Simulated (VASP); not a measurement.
# ZrC (I4/mmm) in VASP: further runs, part 2 of 2

VASP 6.6.1.

## 4. Single point, PBE (strain -0.080 along x and y, +0.040 along z)

INCAR reads:

```
SYSTEM = ZrC
PREC = Accurate ; ENCUT = 520
EDIFF = 1E-7 ; ISMEAR = 0
SIGMA = 0.15 ; LREAL = .FALSE.
LASPH = .TRUE. ; NELM = 80
ALGO = Normal ; ISIF = 2
LWAVE = .FALSE. ; LCHARG = .FALSE.
GGA = PE ; NBANDS = 15
```

KPOINTS reads:

```
Automatic mesh
0
G
  18 18 18
  0 0 0
```

POSCAR reads:

```
ZrC
1.0
    0.0000000000      2.1621932000      2.4442184000
    2.1621932000      0.0000000000      2.4442184000
    2.1621932000      2.1621932000      0.0000000000
Zr C
1 1
Direct
    0.5000000000      0.5000000000      0.5000000000
    0.0000000000      0.0000000000      0.0000000000
```

Potentials or basis: VASP PAW PBE potentials, release 64 (Zr_sv, C).

Started as:

```sh
cat potpaw_PBE.64/Zr_sv/POTCAR potpaw_PBE.64/C/POTCAR > POTCAR
mpirun -np 1 vasp_std > vasp.out
```

OUTCAR:

```text
SYSTEM = ZrC
   PREC = Accurate
   ENCUT = 520
   EDIFF = 1E-7
   ISMEAR = 0
   LREAL = .FALSE.
   LASPH = .TRUE.
   NELM = 80
   ISIF = 2
   GGA = PE

 ion  position               nearest neighbor table
   1  0.500  0.500  0.500-   2 2.16   2 2.16   2 2.16   2 2.16   2 2.44   2 2.44
   2  0.000  0.000  0.000-   1 2.16   1 2.16   1 2.16   1 2.16   1 2.44   1 2.44

  LATTYP: Found a body centered tetragonal cell.
 ALAT       =     3.0578029479
 C/A-ratio  =     1.5986762009

  Lattice vectors:

 A1 = (  -2.1621932000,   0.0000000000,   2.4442184000)
 A2 = (   2.1621932000,   0.0000000000,   2.4442184000)
 A3 = (   0.0000000000,   2.1621932000,  -2.4442184000)

Analysis of symmetry for initial positions (statically):
=====================================================================
 Subroutine PRICEL returns:
 Original cell was already a primitive cell.

 Routine SETGRP: Setting up the symmetry group for a
 body centered tetragonal supercell.

 Subroutine GETGRP returns: Found 16 space group operations
 (whereof 16 operations were pure point group operations)
 out of a pool of 16 trial point group operations.

The static configuration has the point symmetry D_4h.

Analysis of symmetry for dynamics (positions and initial velocities):
=====================================================================
 Subroutine PRICEL returns:
 Original cell was already a primitive cell.

 Routine SETGRP: Setting up the symmetry group for a
 body centered tetragonal supercell.

 Subroutine GETGRP returns: Found 16 space group operations
 (whereof 16 operations were pure point group operations)
 out of a pool of 16 trial point group operations.

The dynamic configuration has the point symmetry D_4h.

 Subroutine INISYM returns: Found 16 space group operations
 (whereof 16 operations are pure point group operations),
 and found     1 'primitive' translations

----------------------------------------------------------------------------------------

                                     Primitive cell

  volume of cell :      22.8538

  direct lattice vectors                    reciprocal lattice vectors
[... 119 lines left out ...]
 Gauss-broadening in eV      SIGMA  =   0.15
  energy-cutoff  :      520.00
  volume of cell :       22.85
 maximum number of plane-waves:       637
   NGX = 13   NGY = 13   NGZ = 11

 number of electron      15.9999999 magnetization

 Free energy of the ion-electron system (eV)
  ---------------------------------------------------
  ext. energy  EPLUGINS =         0.00000000
  ---------------------------------------------------
  free energy    TOTEN  =       -18.69609160 eV

  energy without entropy =      -18.69354166  energy(sigma->0) =      -18.69481663

 E-fermi :  11.2494     XC(G=0): -12.7478

 val. band max:       11.2353677460   @ k =  -0.0556   0.0556   0.0000
 cond. band min:      11.2684356944   @ k =   0.3889   0.0556   0.3333
 fundamental gap:      0.0330679485
 Fermi energy:        11.2494121202

 k-point     1 :       0.0000    0.0000    0.0000
  band No.  band energies     occupation
      1     -36.4380      2.00000
      2     -14.1133      2.00000
      3     -14.0156      2.00000
      4     -14.0156      2.00000
      5      -0.5770      2.00000
      6      11.3840      0.20432
      7      11.5925      0.00122
      8      12.4074      0.00000
      9      12.4074      0.00000
     10      12.8453      0.00000
     11      12.8453      0.00000
     12      12.8911      0.00000
     13      15.1397      0.00000
     14      20.8984      0.00000
[... 401 lines left out ...]
      2     -14.7984      2.00000
      3     -14.2226      2.00000
      4     -13.9872      2.00000
      5       1.0867      2.00000
      6       8.2214      2.00000
      7       8.8339      2.00000
      8       9.0066      2.00000
      9      13.9298      0.00000
     10      13.9807      0.00000
     11      14.6747      0.00000
     12      16.3818      0.00000
     13      20.6866      0.00000
     14      22.7119      0.00000
     15      25.3418      0.00000

 [... further k-points ...]

------------------------ aborting loop because EDIFF is reached ----------------------------------------

  FORCE on cell =-STRESS in cart. coord.  units (eV):
  Direction    XX          YY          ZZ          XY          YZ          ZX
  --------------------------------------------------------------------------------------
  -------------------------------------------------------------------------------------
  Total        9.9373933      9.9373933      0.1269996      0.0000000      0.0000000     -0.0000000
  in kB      696.6651085    696.6651085      8.9033594      0.0000000      0.0000000     -0.0000000
  external PRESSURE =     467.4111921 kB  Pullay stress =       0.0000000 kB

 VOLUME and BASIS-vectors are now :
 -----------------------------------------------------------------------------
  energy-cutoff  :      520.00
  volume of cell :       22.85
      direct lattice vectors                 reciprocal lattice vectors
     0.000000000  2.162193200  2.444218400    -0.231246680  0.231246680  0.204564371
     2.162193200  0.000000000  2.444218400     0.231246680 -0.231246680  0.204564371
     2.162193200  2.162193200  0.000000000     0.231246680  0.231246680 -0.204564371

 POSITION                                       TOTAL-FORCE (eV/Angst)
 -----------------------------------------------------------------------------------
      2.16219      2.16219      2.44422         0.000000     -0.000000      0.000000
      0.00000      0.00000      0.00000        -0.000000      0.000000      0.000000
 -----------------------------------------------------------------------------------
    total drift:                               -0.000000     -0.000000      0.000000

  FREE ENERGIE OF THE ION-ELECTRON SYSTEM (eV)
  ---------------------------------------------------
  free  energy   TOTEN  =       -18.6960916016 eV

  energy  without entropy=      -18.6935416648  energy(sigma->0) =      -18.69481663
```

It took 3.8 min on 1 thread of Intel Xeon 8259CL, shared host; peak memory 0.28 GiB.

What came out:

| Quantity | Value |
| --- | --- |
| Free energy | -18.6961 eV |
| Pressure | 46.7 GPa |
| Band gap on the k mesh | zero (bands 8 and 9 overlap by 1.64 eV) |

Stress tensor (GPa, compression positive):
```
69.67  0.00  0.00
 0.00 69.67  0.00
 0.00  0.00  0.89
```

Levels at points of the mesh, in eV from the Fermi level:
```tsv
k point	band 6	band 7	band 8	band 9	band 10	band 11
(0.00, 0.00, 0.00)	0.13	0.34	1.16	1.16	1.60	1.60
(0.50, 0.00, 0.00)	-5.91	-3.77	-3.49	4.85	5.60	6.38
(0.50, 0.50, 0.00)	-2.80	-2.17	0.61	0.61	5.09	6.42
(0.50, 0.00, 0.50)	-2.30	-1.24	-0.46	0.43	4.73	5.54
```

Caveat: the cell differs from its parent crystal (strain -0.080 along x and y, +0.040 along z); the stress differs along the axes, from 1 to 70 GPa.

## 5. Single point, PBE (strain -0.080 along x and y, +0.080 along z)

INCAR reads:

```
SYSTEM = ZrC
ALGO = Normal
EDIFF = 1E-6
ENCUT = 520
GGA = PE
ISIF = 2
ISMEAR = 0
LASPH = .True.
LCHARG = .False.
LREAL = .False.
LWAVE = .False.
NBANDS = 15
NELM = 60
PREC = Accurate
SIGMA = 0.15
```

KPOINTS reads:

```
k-points
0
Gamma
  18 18 18
  0 0 0
```

POSCAR reads:

```
ZrC
1.0
    0.0000000000      2.1621932000      2.5382268000
    2.1621932000      0.0000000000      2.5382268000
    2.1621932000      2.1621932000      0.0000000000
Zr C
1 1
Direct
    0.5000000000      0.5000000000      0.5000000000
    0.0000000000      0.0000000000      0.0000000000
```

Started as:

```sh
cat potpaw_PBE.64/Zr_sv/POTCAR potpaw_PBE.64/C/POTCAR > POTCAR
mpirun -np 1 vasp_std > vasp.out
```

Run time: 5.4 min. Hardware: 1 thread of Intel Xeon 8259CL, shared host; peak memory 0.29 GiB.

The run converged. Its results:

```yaml
Free_energy: -18.6617 eV
Pressure: 38.5 GPa
Band_gap_on_the_k_mesh: zero (bands 8 and 9 overlap by 1.55 eV)
```

Stress tensor (GPa, compression positive):
```
 64.07   0.00   0.00
  0.00  64.07   0.00
  0.00   0.00 -12.64
```

Levels at points of the mesh, in eV from the Fermi level:
| k point | band 5 | band 6 | band 7 | band 8 | band 9 | band 10 | band 11 | band 12 |
| --- | --- | --- | --- | --- | --- | --- | --- | --- |
| (0.00, 0.00, 0.00) | -11.74 | -0.08 | 0.25 | 1.04 | 1.18 | 1.18 | 1.76 | 1.76 |
| (0.50, 0.00, 0.00) | -7.96 | -5.77 | -3.76 | -3.41 | 4.64 | 5.48 | 6.28 | 6.52 |
| (0.50, 0.50, 0.00) | -10.76 | -3.07 | -2.02 | 0.66 | 0.66 | 4.92 | 6.05 | 6.05 |
| (0.50, 0.00, 0.50) | -10.81 | -2.14 | -1.19 | -0.58 | 0.39 | 4.33 | 4.94 | 7.32 |

Caveat: the cell differs from its parent crystal (strain -0.080 along x and y, +0.080 along z); the stress differs along the axes, from -13 to 64 GPa.

## 6. Overview

| cell | gap on the mesh (eV) | pressure (GPa) |
| --- | --- | --- |
| a = 3.194, b = 3.194, c = 3.058 Å, angles 61.4, 61.4, 57.2°, 2 atoms | none | 58.2 |
| a = 3.125, b = 3.125, c = 3.191 Å, angles 59.3, 59.3, 61.4°, 2 atoms | none | 54.6 |
| a = 3.263, b = 3.263, c = 3.058 Å, angles 62.1, 62.1, 55.9°, 2 atoms | none | 46.7 |
| a = 3.334, b = 3.334, c = 3.058 Å, angles 62.7, 62.7, 54.6°, 2 atoms | none | 38.5 |

Alike in all rows: task single point; level PBE; potentials or basis VASP PAW PBE potentials, release 64 (Zr_sv, C); no spin polarisation; k mesh 18 × 18 × 18; cutoff (eV) 520; smearing gaussian 0.15 eV.

Caveats: the stress differs along the axes, from 22 to 77 GPa (at least some runs); the stress differs along the axes, from 44 to 75 GPa (at least some runs); the stress differs along the axes, from 1 to 70 GPa (at least some runs); the stress differs along the axes, from -13 to 64 GPa (at least some runs).

Total energies depend on the potentials used, so only differences within one code and one set of settings carry meaning.

The gap in the log of VASP goes by the Fermi energy; the results here count the filled bands.